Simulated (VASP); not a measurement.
# SiC (P1) in VASP: single point with r2SCAN

Aim: the single point of SiC with r2SCAN.

Everything below comes from runs of VASP 6.6.1. Logs are shortened: lines on timing, memory, paths and dates and some standing lists are left out, and cuts for length are marked.

## (1) The cell of the first run

The typed cell holds 8 atoms: a = 3.078 Å, b = 3.078 Å, c = 10.077 Å, α = 90.00°, β = 90.00°, γ = 120.00°.

## (2) Single point, r2SCAN (atoms displaced along a vibrational mode)

Input file POSCAR:

```
SiC
1.0
    3.0775593349      0.0000000000      0.0000000000
   -1.5387796674      2.6652445657      0.0000000000
    0.0000000000      0.0000000000     10.0767691420
Si C
4 4
Direct
    0.6620420870      0.3299479060      0.9378376197
    0.3287087536      0.6632812394      0.4378376197
   -0.0045196000     -0.0033085769      0.6878931817
   -0.0045196000     -0.0033085769      0.1878931817
    0.6771757939      0.3410265484      0.7498040034
    0.3438424605      0.6743598817      0.2498040034
    0.0108724637      0.0079591958      0.5004641952
    0.0108724637      0.0079591958      0.0004641952
```

Input file INCAR.step1:

```
  PREC = Accurate
  ENCUT = 660
  ISMEAR = 0
  SIGMA = 0.05
  LREAL = False
  LASPH = True
  NELM = 120
  NBANDS = 26
  GGA = PE
  ALGO = Normal
  EDIFF = 1E-5
  LWAVE = True
  LCHARG = False
  GGA_COMPAT = False
```

Input file INCAR.step2:

```
  PREC = Accurate
  ENCUT = 660
  EDIFF = 1E-6
  ISMEAR = 0
  SIGMA = 0.05
  LREAL = False
  LASPH = True
  NELM = 120
  ALGO = Normal
  ISIF = 2
  LWAVE = False
  LCHARG = False
  METAGGA = R2SCAN
  LMIXTAU = True
  NBANDS = 26
  ISTART = 1
  GGA_COMPAT = False
```

Input file KPOINTS:

```
regular mesh
0
Gamma
  12 12 4
```

Potentials or basis: VASP PAW PBE potentials, release 64 (Si, C).

Run with:

```
cat potpaw_PBE.64/Si/POTCAR potpaw_PBE.64/C/POTCAR > POTCAR
cp INCAR.step1 INCAR
mpirun -np 1 vasp_std > vasp.out
cp INCAR.step2 INCAR
mpirun -np 1 vasp_std > vasp.out
```

OUTCAR:

```text
PREC = Accurate
   ENCUT = 660
   EDIFF = 1E-6
   ISMEAR = 0
   LREAL = False
   LASPH = True
   NELM = 120
   ISIF = 2
   METAGGA = R2SCAN
   ISTART = 1

 ion  position               nearest neighbor table
   1  0.662  0.330  0.938-   8 1.85   5 1.90   8 1.90   8 1.91   3 3.08   3 3.08   3 3.08   4 3.08
                             4 3.08   4 3.08
   2  0.329  0.663  0.438-   7 1.86   7 1.88   6 1.90   7 1.92   4 3.08   4 3.08   4 3.08   3 3.08
                             3 3.08   3 3.08
   3  0.995  0.997  0.688-   5 1.86   5 1.87   7 1.89   5 1.92   1 3.08   1 3.08   1 3.08   2 3.08
                             2 3.08   2 3.08
   4  0.995  0.997  0.188-   6 1.85   8 1.89   6 1.89   6 1.91   2 3.08   2 3.08   2 3.08   1 3.08
                             1 3.08   1 3.08
   5  0.677  0.341  0.750-   3 1.86   3 1.87   1 1.90   3 1.92
   6  0.344  0.674  0.250-   4 1.85   4 1.89   2 1.90   4 1.91
   7  0.011  0.008  0.500-   2 1.86   2 1.88   3 1.89   2 1.92
   8  0.011  0.008  0.000-   1 1.85   4 1.89   1 1.90   1 1.91

  LATTYP: Found a hexagonal cell.
 ALAT       =     3.0775593349
 C/A-ratio  =     3.2742729044

  Lattice vectors:

 A1 = (   3.0775593349,   0.0000000000,   0.0000000000)
 A2 = (  -1.5387796674,   2.6652445657,   0.0000000000)
 A3 = (   0.0000000000,   0.0000000000,  10.0767691420)

Analysis of symmetry for initial positions (statically):
=====================================================================
 Subroutine PRICEL returns:
 Original cell was already a primitive cell.

 Routine SETGRP: Setting up the symmetry group for a
 hexagonal supercell.

 Subroutine GETGRP returns: Found  1 space group operations
 (whereof  1 operations were pure point group operations)
 out of a pool of 24 trial point group operations.

The static configuration has the point symmetry C_1 .

Analysis of symmetry for dynamics (positions and initial velocities):
=====================================================================
 Subroutine PRICEL returns:
 Original cell was already a primitive cell.

 Routine SETGRP: Setting up the symmetry group for a
 hexagonal supercell.

 Subroutine GETGRP returns: Found  1 space group operations
 (whereof  1 operations were pure point group operations)
 out of a pool of 24 trial point group operations.

The dynamic configuration has the point symmetry C_1 .

 Subroutine INISYM returns: Found  1 space group operations
 (whereof  1 operations are pure point group operations),
 and found     1 'primitive' translations

----------------------------------------------------------------------------------------

                                     Primitive cell

  volume of cell :      82.6542

  direct lattice vectors                    reciprocal lattice vectors
     3.077559335  0.000000000  0.000000000     0.324932809  0.187600045  0.000000000
    -1.538779667  2.665244566  0.000000000     0.000000000  0.375200090  0.000000000
     0.000000000  0.000000000 10.076769142     0.000000000  0.000000000  0.099238157

  length of vectors
     3.077559335  3.077559335 10.076769142     0.375200090  0.375200090  0.099238157

  position of ions in fractional coordinates (direct lattice)
     0.662042087  0.329947906  0.937837620
     0.328708754  0.663281239  0.437837620
     0.995480400  0.996691423  0.687893182
     0.995480400  0.996691423  0.187893182
     0.677175794  0.341026548  0.749804003
     0.343842460  0.674359882  0.249804003
     0.010872464  0.007959196  0.500464195
     0.010872464  0.007959196  0.000464195

  ion indices of the primitive-cell ions
   primitive index   ion index
                 1           1
                 2           2
                 3           3
                 4           4
                 5           5
                 6           6
                 7           7
                 8           8

----------------------------------------------------------------------------------------

 KPOINTS: regular mesh

Automatic generation of k-mesh.
 Grid dimensions read from file:
 generate k-points for:   12   12    4

 Generating k-lattice:

  Cartesian coordinates                     Fractional coordinates (reciprocal lattice)
     0.027077734  0.015633337  0.000000000     0.083333333  0.000000000  0.000000000
     0.000000000  0.031266674  0.000000000     0.000000000  0.083333333  0.000000000
     0.000000000  0.000000000  0.024809539     0.000000000  0.000000000  0.250000000

  Length of vectors
     0.031266674  0.031266674  0.024809539

  Shift w.r.t. Gamma in fractional coordinates (k-lattice)
     0.000000000  0.000000000  0.000000000

 Subroutine IBZKPT returns following result:
 ===========================================

 Found    292 irreducible k-points:

 Following reciprocal coordinates:
            Coordinates               Weight
  0.000000  0.000000  0.000000      1.000000
  0.083333 -0.000000  0.000000      2.000000
  0.000000  0.083333  0.000000      2.000000
 -0.083333  0.083333  0.000000      2.000000
  0.166667 -0.000000  0.000000      2.000000
  0.000000  0.166667  0.000000      2.000000
[... 16 lines left out ...]
  0.166667  0.083333  0.000000      2.000000
 -0.083333  0.250000  0.000000      2.000000
 [... further k-points ...]
   k-points           NKPTS =    292   k-points in BZ     NKDIM =    292   number of bands    NBANDS=     26
   number of dos      NEDOS =    301   number of ions     NIONS =      8
   total plane-waves  NPLWV =  65856
   dimension x,y,z NGX =    28 NGY =   28 NGZ =   84
   dimension x,y,z NGXF=    56 NGYF=   56 NGZF=  168
   ions per type =               4   4
   NGX,Y,Z   is equivalent  to a cutoff of  15.13, 15.13, 13.86 a.u.
   NGXF,Y,Z  is equivalent  to a cutoff of  30.25, 30.25, 27.72 a.u.
 SYSTEM =  unknown system
   PREC   = accura    normal or accurate (medium, high low for compatibility)
   ISTART =      1    job   : 0-new  1-cont  2-samecut
   ICHARG =      0    charge: 1-file 2-atom 10-const
   ISPIN  =      1    spin polarized calculation?
   LNONCOLLINEAR =      F non collinear calculations
   LSORBIT =      F    spin-orbit coupling
   LASPH  =      T    aspherical Exc in radial PAW
   ENCUT  =  660.0 eV  48.51 Ry    6.96 a.u.   6.45  6.45 21.11*2*pi/ulx,y,z
   NELM   =    120;   NELMIN=  2; NELMDL=  0     # of ELM steps
   EDIFF  = 0.1E-05   stopping-criterion for ELM
   LREAL  =      F    real-space projection
[... 7 lines left out ...]
   TEBEG  =    0.0;   TEEND  =   0.0 temperature during run
   PSTRESS=    0.0 pullay stress
   NELECT =      32.0000    total number of electrons
   NUPDOWN=      -1.0000    fix difference up-down
   EMIN   =  10.00;   EMAX   =-10.00  energy-range for DOS
   EFERMI =   0.00;   METHOD = LEGACY
   ISMEAR =     0;   SIGMA  =   0.05  broadening in eV -4-tet -1-fermi 0-gaus
   EFERMI_NEDOS =   21; number of points for ismear=-14 and -15
   IALGO  =     38    algorithm
   IMIX   =      4    mixing-type and parameters
     AMIX     =   0.40;   BMIX     =  1.00
     AMIX_MAG =   1.60;   BMIX_MAG =  1.00
  volume/ion in A,a.u.               =      10.33        69.72
  Fermi-wavevector in a.u.,A,eV,Ry     =   1.193172  2.254769 19.370077  1.423661
  Thomas-Fermi vector in A             =   2.329193
   LORBIT       =      0    0 simple, 1 ext, 2 COOP (PROOUT), +10 PAW based schemes
   METAGGA = R2SCAN    functional components
   LHFCALC =     F    Hartree Fock is set to
   AEXX    =    0.0000 exact exchange contribution
   IVDW    =     0    specifies the selected vdW correction
   LEPSILON=     F    determine dielectric tensor
   LRPA    =     F    only Hartree local field effects (RPA)
 non-spin polarized calculation
 Gauss-broadening in eV      SIGMA  =   0.05
  energy-cutoff  :      660.00
  volume of cell :       82.65
 maximum number of plane-waves:      3234
 NGX is ok and might be reduce to    28
   NGX = 13   NGY = 13   NGZ = 43

 number of electron      31.9999999 magnetization

 Free energy of the ion-electron system (eV)
  ---------------------------------------------------
  ext. energy  EPLUGINS =         0.00000000
  ---------------------------------------------------
  free energy    TOTEN  =       -77.25595153 eV

  energy without entropy =      -77.25595153  energy(sigma->0) =      -77.25595153

 E-fermi :   8.3813     XC(G=0): -11.9370

 val. band max:        8.1822105085   @ k =   0.0000   0.0000   0.0000
 cond. band min:      10.6711144313   @ k =   0.5000   0.5000   0.0000
 fundamental gap:      2.4889039228
 Fermi energy:         8.3813075089

 k-point     1 :       0.0000    0.0000    0.0000
  band No.  band energies     occupation
      1      -8.2048      2.00000
      2      -6.9875      2.00000
      3      -6.9491      2.00000
      4      -4.5768      2.00000
      5      -0.8383      2.00000
      6       3.4954      2.00000
[... 18 lines left out ...]
     25      16.0287      0.00000
     26      16.7326      0.00000

 k-point     2 :       0.0833   -0.0000    0.0000
  band No.  band energies     occupation
      1      -8.0797      2.00000
      2      -6.8669      2.00000
      3      -6.8279      2.00000
      4      -4.4725      2.00000
      5      -0.7233      2.00000
      6       3.5232      2.00000
[... 18 lines left out ...]
     25      16.0538      0.00000
     26      16.6894      0.00000

 k-point     3 :       0.0000    0.0833    0.0000
  band No.  band energies     occupation
      1      -8.0797      2.00000
      2      -6.8669      2.00000
      3      -6.8279      2.00000
      4      -4.4725      2.00000
      5      -0.7233      2.00000
      6       3.5268      2.00000
[... 572 lines left out ...]
 k-point    23 :       0.1667    0.0833    0.0000
  band No.  band energies     occupation
      1      -7.3417      2.00000
      2      -6.1617      2.00000
      3      -6.1178      2.00000
      4      -3.8869      2.00000
      5      -0.0734      2.00000
      6       3.1177      2.00000
[... 18 lines left out ...]
     25      16.6795      0.00000
     26      17.1269      0.00000

 k-point    24 :      -0.0833    0.2500    0.0000
  band No.  band energies     occupation
      1      -7.3418      2.00000
      2      -6.1614      2.00000
      3      -6.1182      2.00000
      4      -3.8867      2.00000
      5      -0.0735      2.00000
      6       3.1437      2.00000
[... 18 lines left out ...]
     25      16.6788      0.00000
     26      17.1263      0.00000

 [... further k-points ...]
[... 5 lines left out ...]
  --------------------------------------------------------------------------------------
  -------------------------------------------------------------------------------------
  Total       -0.0558894     -0.0564151     -0.1993619      0.0666152     -0.5930656     -0.5930781
  in kB       -1.0833653     -1.0935556     -3.8644524      1.2912768    -11.4960462    -11.4962893
  external PRESSURE =      -2.0137911 kB  Pullay stress =       0.0000000 kB

 VOLUME and BASIS-vectors are now :
 -----------------------------------------------------------------------------
  energy-cutoff  :      660.00
  volume of cell :       82.65
      direct lattice vectors                 reciprocal lattice vectors
     3.077559335  0.000000000  0.000000000     0.324932809  0.187600045  0.000000000
    -1.538779667  2.665244566  0.000000000     0.000000000  0.375200090  0.000000000
     0.000000000  0.000000000 10.076769142     0.000000000  0.000000000  0.099238157

 POSITION                                       TOTAL-FORCE (eV/Angst)
 -----------------------------------------------------------------------------------
      1.52976      0.87939      9.45037         0.645777      0.596839     -0.036789
     -0.00902      1.76781      4.41199         0.547871      0.596807     -0.034783
      1.52996      2.65643      6.93174         0.533203      0.582909     -0.034380
      1.52996      2.65643      1.89336         0.632640      0.582934     -0.036367
      1.55928      0.90892      7.55560        -0.531020     -0.579631      0.033598
      0.02050      1.79733      2.51722        -0.628348     -0.579709      0.035635
      0.02121      0.02121      5.04306        -0.548157     -0.600063      0.035438
      0.02121      0.02121      0.00468        -0.651965     -0.600086      0.037650
 -----------------------------------------------------------------------------------
    total drift:                                0.000002     -0.000018     -0.000410

  FREE ENERGIE OF THE ION-ELECTRON SYSTEM (eV)
  ---------------------------------------------------
  free  energy   TOTEN  =       -77.2559515275 eV

  energy  without entropy=      -77.2559515275  energy(sigma->0) =      -77.25595153
```

Wall time 28 min (1 thread of Intel Xeon Platinum 8559C (Emerald Rapids), shared host); peak memory 0.74 GiB.

What came out:

```yaml
Free_energy: -77.2560 eV
Pressure: -0.2 GPa
Largest_force: 0.887 eV/Å
Band_gap_on_the_k_mesh: 2.49 eV (least direct gap 3.74 eV)
```

Forces on the atoms (eV/Å):
```
Si   0.646  0.597 -0.037
Si   0.548  0.597 -0.035
Si   0.533  0.583 -0.034
Si   0.633  0.583 -0.036
C   -0.531 -0.580  0.034
C   -0.628 -0.580  0.036
C   -0.548 -0.600  0.035
C   -0.652 -0.600  0.038
```

Caveat: the cell differs from its parent crystal (atoms displaced along a vibrational mode); the PAW data sets were made with another functional, which shifts forces and pressure a little. A k mesh can miss the band edges.
